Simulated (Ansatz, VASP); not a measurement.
## Sb: VASP beside Ansatz

```
Sb
1.0
     2.11414    1.22060    3.68053
    -2.11414    1.22060    3.68053
     0.00000   -2.44120    3.68053
Sb
2
Cartesian
  0.0000 0.0000 2.5798
  0.0000 0.0000 8.4618
```

Change from the starting cell: volume scaled by 0.95.

Alike in both runs: task single point; functional PBE; k mesh 9 × 9 × 9; occupations fermi-dirac, width 0.05 eV; no spin polarisation.

```csv
,VASP,Ansatz
version,VASP 6.6.1,Ansatz 0.2.0
potentials or method,"VASP PAW PBE potentials, release 64 (Sb), cutoff 520 eV","all-electron LAPW, scalar-relativistic"
```

|  | VASP | Ansatz | Ansatz less VASP |
| --- | --- | --- | --- |
| pressure (GPa) | 6.9 | 6.8 | -0.13 |
| traceless stress, the component that is largest in VASP (GPa) | -0.79 | -0.73 | +0.054 |
| rms of the force components (eV/Å) | 0.319 | 0.286 | -0.0332 |

Atom by atom the forces differ by 0.033 eV/Å (rms over components). Ansatz ran all-electron here, and VASP with PAW potentials.

Neither program's run includes spin-orbit coupling.
